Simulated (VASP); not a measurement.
## CsCaBr3: single point with LDA

CsCaBr3:

```
Cs Ca Br
1.0
     6.40808    0.00000    0.00000
     0.00000    6.40808    0.00000
     0.00000    0.00000    4.53051
Cs Ca Br
1 1 3
Direct
  0.00000 0.00000 0.00000
  0.50000 0.50000 0.50000
  0.50000 0.00000 0.50000
  0.00000 0.50000 0.50000
  0.50000 0.50000 0.00000
```

This cell differs from its parent crystal: ratio of the length along z to the lengths across it x 0.707, volume and fractional coordinates fixed.

* Program: VASP 6.6.1
* Task: single point
* Functional: LDA
* Potentials or basis: VASP PAW LDA potentials, release 64 (Cs_sv, Ca_sv, Br)
* Cutoff: 520 eV
* k mesh: 6 × 6 × 6
* Occupations: gaussian, width 0.05 eV
* Spin: no spin polarisation

```
Pressure               : 4.4 GPa
Band gap on the k mesh : 3.34 eV
```

Stress tensor (GPa, compression positive):
```
-4.36  0.00  0.00
 0.00 -4.36  0.00
 0.00  0.00 21.93
```

Levels at points of the mesh, in eV from the valence-band top:
```
           k point  band 18  band 19  band 20  band 21  band 22  band 23
(0.00, 0.00, 0.00)    -0.42    -0.23     0.00     3.34     4.12     4.23
(0.50, 0.00, 0.00)    -0.48    -0.35    -0.14     4.26     4.58     4.63
(0.50, 0.50, 0.00)    -0.53    -0.42    -0.42     4.64     4.64     5.43
(0.00, 0.00, 0.50)    -0.99    -0.66    -0.66     4.48     4.90     5.62
(0.50, 0.00, 0.50)    -0.87    -0.71    -0.54     5.02     5.44     6.13
(0.50, 0.50, 0.50)    -0.41    -0.41    -0.40     5.21     5.21     5.37
```

Run time: 85 s on 1 thread of Intel(R) Xeon(R) 6975P-C (Granite Rapids), with other jobs on the host, peak memory 0.36 GiB.

Caveat: the stress differs along the axes, from -4 to 22 GPa; spin-orbit coupling is left out, which moves the levels of the heavy elements. A k mesh can miss the band edges.
